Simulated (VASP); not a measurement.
# HfN (Pm-3m) in VASP: further runs

Runs on HfN. Level: PBE0. Tasks: single point.

Program: VASP 6.6.1. These are calculated values, not measurements. Logs are shortened: lines on timing, memory, paths and dates and some standing lists are left out, and cuts for length are marked.

### 1 The cell of the first run

It takes space group Pm-3m (No. 221, cubic). The conventional cell has a = 2.787 Å, b = 2.787 Å, c = 2.787 Å, α = 90.00°, β = 90.00°, γ = 90.00°. Hf (site symmetry m-3m) has 8 N at 2.41 Å and 6 Hf at 2.79 Å within 3.2 Å. Within 3.2 Å of N (site symmetry m-3m) lie 8 Hf at 2.41 Å and 6 N at 2.79 Å.

### 2 Single point, PBE0

POSCAR reads:

```
HfN
1.0
    2.7868492385      0.0000000000      0.0000000000
    0.0000000000      2.7868492385      0.0000000000
    0.0000000000      0.0000000000      2.7868492385
Hf N
1 1
Direct
    0.5000000000      0.5000000000      0.5000000000
    0.0000000000      0.0000000000      0.0000000000
```

INCAR.step1 reads:

```
PREC = Accurate
ENCUT = 520
EDIFF = 1E-5
ISMEAR = -1
SIGMA = 0.05
LREAL = F
LASPH = T
NELM = 80
ALGO = Normal
ISIF = 2
LWAVE = T
LCHARG = F
NBANDS = 14
GGA = PE
```

INCAR.step2 reads:

```
PREC = Accurate
ENCUT = 520
EDIFF = 1E-7
ISMEAR = -1
SIGMA = 0.05
LREAL = F
LASPH = T
NELM = 80
ALGO = Normal
ISIF = 2
LWAVE = F
LCHARG = F
GGA = PE
LHFCALC = T
AEXX = 0.25
PRECFOCK = Normal
NBANDS = 14
ISTART = 1
```

KPOINTS reads:

```
regular mesh
0
Gamma
  5 5 5
```

Potentials or basis: VASP PAW PBE potentials, release 64 (Hf_pv, N).

Started as:

```
cat potpaw_PBE.64/Hf_pv/POTCAR potpaw_PBE.64/N/POTCAR > POTCAR
cp INCAR.step1 INCAR
mpirun -np 1 vasp_std > vasp.out
cp INCAR.step2 INCAR
mpirun -np 1 vasp_std > vasp.out
```

OUTCAR:

```text
PREC = Accurate
   ENCUT = 520
   EDIFF = 1E-7
   ISMEAR = -1
   LREAL = F
   LASPH = T
   NELM = 80
   ISIF = 2
   GGA = PE
   LHFCALC = T
   AEXX = 0.25
   PRECFOCK = Normal
   ISTART = 1

 ion  position               nearest neighbor table
   1  0.500  0.500  0.500-   2 2.41   2 2.41   2 2.41   2 2.41   2 2.41   2 2.41   2 2.41   2 2.41

   2  0.000  0.000  0.000-   1 2.41   1 2.41   1 2.41   1 2.41   1 2.41   1 2.41   1 2.41   1 2.41

  LATTYP: Found a simple cubic cell.
 ALAT       =     2.7868492385

  Lattice vectors:

 A1 = (   2.7868492385,   0.0000000000,   0.0000000000)
 A2 = (   0.0000000000,   2.7868492385,   0.0000000000)
 A3 = (   0.0000000000,   0.0000000000,   2.7868492385)

Analysis of symmetry for initial positions (statically):
=====================================================================
 Subroutine PRICEL returns:
 Original cell was already a primitive cell.

 Routine SETGRP: Setting up the symmetry group for a
 simple cubic supercell.

 Subroutine GETGRP returns: Found 48 space group operations
 (whereof 48 operations were pure point group operations)
 out of a pool of 48 trial point group operations.

The static configuration has the point symmetry O_h .

Analysis of symmetry for dynamics (positions and initial velocities):
=====================================================================
 Subroutine PRICEL returns:
 Original cell was already a primitive cell.

 Routine SETGRP: Setting up the symmetry group for a
 simple cubic supercell.

 Subroutine GETGRP returns: Found 48 space group operations
 (whereof 48 operations were pure point group operations)
 out of a pool of 48 trial point group operations.

The dynamic configuration has the point symmetry O_h .

 Subroutine INISYM returns: Found 48 space group operations
 (whereof 48 operations are pure point group operations),
 and found     1 'primitive' translations

----------------------------------------------------------------------------------------

                                     Primitive cell

  volume of cell :      21.6441

  direct lattice vectors                    reciprocal lattice vectors
     2.786849238  0.000000000  0.000000000     0.358828166  0.000000000  0.000000000
     0.000000000  2.786849238  0.000000000     0.000000000  0.358828166  0.000000000
     0.000000000  0.000000000  2.786849238     0.000000000  0.000000000  0.358828166

  length of vectors
     2.786849238  2.786849238  2.786849238     0.358828166  0.358828166  0.358828166

  position of ions in fractional coordinates (direct lattice)
     0.500000000  0.500000000  0.500000000
     0.000000000  0.000000000  0.000000000

  ion indices of the primitive-cell ions
   primitive index   ion index
                 1           1
                 2           2

----------------------------------------------------------------------------------------

 KPOINTS: regular mesh

Automatic generation of k-mesh.
 Grid dimensions read from file:
 generate k-points for:    5    5    5

 Generating k-lattice:

  Cartesian coordinates                     Fractional coordinates (reciprocal lattice)
     0.071765633  0.000000000  0.000000000     0.200000000  0.000000000  0.000000000
     0.000000000  0.071765633  0.000000000     0.000000000  0.200000000  0.000000000
     0.000000000  0.000000000  0.071765633     0.000000000  0.000000000  0.200000000

  Length of vectors
     0.071765633  0.071765633  0.071765633

  Shift w.r.t. Gamma in fractional coordinates (k-lattice)
     0.000000000  0.000000000  0.000000000

 Subroutine IBZKPT returns following result:
 ===========================================

 Found     10 irreducible k-points:

 Following reciprocal coordinates:
            Coordinates               Weight
  0.000000  0.000000  0.000000      1.000000
  0.200000  0.000000  0.000000      6.000000
  0.400000  0.000000  0.000000      6.000000
  0.200000  0.200000  0.000000     12.000000
  0.400000  0.200000  0.000000     24.000000
  0.400000  0.400000  0.000000     12.000000
  0.200000  0.200000  0.200000      8.000000
  0.400000  0.200000  0.200000     24.000000
  0.400000  0.400000  0.200000     24.000000
  0.400000  0.400000  0.400000      8.000000
   k-points           NKPTS =     10   k-points in BZ     NKDIM =    125   number of bands    NBANDS=     14
   number of dos      NEDOS =    301   number of ions     NIONS =      2
   total plane-waves  NPLWV =  13824
   dimension x,y,z NGX =    24 NGY =   24 NGZ =   24
   dimension x,y,z NGXF=    48 NGYF=   48 NGZF=   48
   ions per type =               1   1
   NGX,Y,Z   is equivalent  to a cutoff of  14.32, 14.32, 14.32 a.u.
   NGXF,Y,Z  is equivalent  to a cutoff of  28.63, 28.63, 28.63 a.u.
 SYSTEM =  unknown system
   PREC   = accura    normal or accurate (medium, high low for compatibility)
   ISTART =      1    job   : 0-new  1-cont  2-samecut
   ICHARG =      0    charge: 1-file 2-atom 10-const
   ISPIN  =      1    spin polarized calculation?
   LNONCOLLINEAR =      F non collinear calculations
   LSORBIT =      F    spin-orbit coupling
   LASPH  =      T    aspherical Exc in radial PAW
   ENCUT  =  520.0 eV  38.22 Ry    6.18 a.u.   5.18  5.18  5.18*2*pi/ulx,y,z
   NELM   =     80;   NELMIN=  2; NELMDL=  0     # of ELM steps
   EDIFF  = 0.1E-06   stopping-criterion for ELM
   LREAL  =      F    real-space projection
   EDIFFG = 0.1E-05   stopping-criterion for IOM
   NSW    =      0    number of steps for IOM
   IBRION =     -1    ionic relax: 0-MD 1-quasi-New 2-CG
   NFREE  =      0    steps in history (QN), initial steepest desc. (CG)
   ISIF   =      2    stress and relaxation
   ISYM   =      3    0-nonsym 1-usesym 2-fastsym
   POTIM  = 0.5000    time-step for ionic-motion
   TEBEG  =    0.0;   TEEND  =   0.0 temperature during run
   PSTRESS=    0.0 pullay stress
   NELECT =      15.0000    total number of electrons
   NUPDOWN=      -1.0000    fix difference up-down
   EMIN   =  10.00;   EMAX   =-10.00  energy-range for DOS
   EFERMI =   0.00;   METHOD = LEGACY
   ISMEAR =    -1;   SIGMA  =   0.05  broadening in eV -4-tet -1-fermi 0-gaus
   EFERMI_NEDOS =   21; number of points for ismear=-14 and -15
   IALGO  =     38    algorithm
   IMIX   =      1    mixing-type and parameters
     AMIX     =   0.40;   BMIX     =  1.00
     AMIX_MAG =   1.60;   BMIX_MAG =  1.00
  volume/ion in A,a.u.               =      10.82        73.03
  Fermi-wavevector in a.u.,A,eV,Ry     =   1.448744  2.737730 28.556729  2.098860
  Thomas-Fermi vector in A             =   2.566550
   LORBIT       =      0    0 simple, 1 ext, 2 COOP (PROOUT), +10 PAW based schemes
   GGA     = PE    functional components
   LHFCALC =     T    Hartree Fock is set to
   PRECFOCK=normal    Normal, Fast or Accurate (Low or Medium for compatibility)
   ENCUT4O =  -1.0   cutoff for four orbital integrals eV
   NKREDX  =     1    reduce k-point grid by
   NKREDY  =     1    reduce k-point grid by
   NKREDZ  =     1    reduce k-point grid by
   AEXX    =    0.2500 exact exchange contribution
   HFSCREEN=    0.0000 screening length (either q_TF or 0.3 A-1)
   HFSCREENC=   0.0000 screening length for correlation (either q_TF or 0.3 A-1)
   ENCUTFOCK=  -1.0 apply spherical cutoff to Coloumb kernel
   IVDW    =     0    specifies the selected vdW correction
   LEPSILON=     F    determine dielectric tensor
   LRPA    =     F    only Hartree local field effects (RPA)
 non-spin polarized calculation
  energy-cutoff  :      520.00
  volume of cell :       21.64
 maximum number of plane-waves:       588
 NGX is ok and might be reduce to    24
  NGX = 16; NGY = 16; NGZ = 16

 number of electron      15.0000005 magnetization

 Free energy of the ion-electron system (eV)
  ---------------------------------------------------
  ext. energy  EPLUGINS =         0.00000000
  ---------------------------------------------------
  free energy    TOTEN  =       -24.84252974 eV

  energy without entropy =      -24.84112943  energy(sigma->0) =      -24.84182959

 E-fermi :   8.6025     XC(G=0): -10.3241

 val. band max:        6.8743231812   @ k =   0.4000   0.2000   0.0000
 cond. band min:       8.7228851199   @ k =   0.2000   0.0000   0.0000
 fundamental gap:      1.8485619387
 Fermi energy:         8.6025495374

 k-point     1 :       0.0000    0.0000    0.0000
  band No.  band energies     occupation
      1     -25.0982      2.00000
      2     -25.0982      2.00000
      3     -25.0982      2.00000
      4     -11.2811      2.00000
      5       4.4787      2.00000
      6       4.4787      2.00000
      7       5.6832      2.00000
      8       5.6832      2.00000
      9       5.6832      2.00000
     10      12.7501      0.00000
     11      15.5736      0.00000
     12      15.5736      0.00000
     13      15.5736      0.00000
     14      22.6058      0.00000

 k-point     2 :       0.2000    0.0000    0.0000
  band No.  band energies     occupation
      1     -25.7286      2.00000
      2     -25.0412      2.00000
      3     -25.0412      2.00000
      4     -10.4384      2.00000
      5       1.9255      2.00000
      6       4.8677      2.00000
      7       5.0169      2.00000
      8       5.0169      2.00000
      9       8.7229      0.16532
     10      14.8331      0.00000
     11      15.8202      0.00000
     12      15.8202      0.00000
     13      15.8234      0.00000
     14      22.6062      0.00000
[... 105 lines left out ...]
      1     -26.2590      2.00000
      2     -26.2251      2.00000
      3     -25.3358      2.00000
      4      -8.7034      2.00000
      5       0.7599      2.00000
      6       1.2138      2.00000
      7       3.5424      2.00000
      8       9.4606      0.00000
      9      12.5291      0.00000
     10      13.2398      0.00000
     11      15.4930      0.00000
     12      16.8959      0.00000
     13      20.0413      0.00000
     14      22.6082      0.00000

 k-point    10 :       0.4000    0.4000    0.4000
  band No.  band energies     occupation
      1     -26.1173      2.00000
      2     -26.0769      2.00000
      3     -26.0769      2.00000
      4      -7.9189      2.00000
      5      -0.3433      2.00000
      6      -0.3433      2.00000
      7       0.8376      2.00000
      8      14.0799      0.00000
      9      14.8840      0.00000
     10      14.8840      0.00000
     11      17.3156      0.00000
     12      17.3156      0.00000
     13      19.3035      0.00000
     14      22.6084      0.00000

------------------------ aborting loop because EDIFF is reached ----------------------------------------

  FORCE on cell =-STRESS in cart. coord.  units (eV):
  Direction    XX          YY          ZZ          XY          YZ          ZX
  --------------------------------------------------------------------------------------
  -------------------------------------------------------------------------------------
  Total       -0.1697920     -0.1697920     -0.1697920     -0.0000000      0.0000000     -0.0000000
  in kB      -12.5686149    -12.5686149    -12.5686149     -0.0000000      0.0000000     -0.0000000
  external PRESSURE =     -12.5686149 kB  Pullay stress =       0.0000000 kB

 VOLUME and BASIS-vectors are now :
 -----------------------------------------------------------------------------
  energy-cutoff  :      520.00
  volume of cell :       21.64
      direct lattice vectors                 reciprocal lattice vectors
     2.786849238  0.000000000  0.000000000     0.358828166  0.000000000  0.000000000
     0.000000000  2.786849238  0.000000000     0.000000000  0.358828166  0.000000000
     0.000000000  0.000000000  2.786849238     0.000000000  0.000000000  0.358828166

 POSITION                                       TOTAL-FORCE (eV/Angst)
 -----------------------------------------------------------------------------------
      1.39342      1.39342      1.39342         0.000000      0.000000      0.000000
      0.00000      0.00000      0.00000         0.000000      0.000000      0.000000
 -----------------------------------------------------------------------------------
    total drift:                               -0.000000     -0.000000      0.000000

  FREE ENERGIE OF THE ION-ELECTRON SYSTEM (eV)
  ---------------------------------------------------
  free  energy   TOTEN  =       -24.8425297430 eV

  energy  without entropy=      -24.8411294329  energy(sigma->0) =      -24.84182959
```

It used 430 s of CPU time on 1 thread of AMD EPYC 7R13 Processor (Zen 3), on a shared host.

What came out:

- Free energy: -24.8425 eV
- Pressure: -1.3 GPa

Levels at points of the mesh, in eV from the Fermi level:
```tsv
k point	band 4	band 5	band 6	band 7	band 8	band 9	band 10	band 11	band 12	band 13
(0.00, 0.00, 0.00)	-19.88	-4.12	-4.12	-2.92	-2.92	-2.92	4.15	6.97	6.97	6.97
```

Caveat: the k points lie up to 0.45 Å⁻¹ apart; the PAW data sets were made with another functional, which shifts forces and pressure a little; spin-orbit coupling is left out, which moves the levels of the heavy elements.

(Part 1 of 2 ends here.)
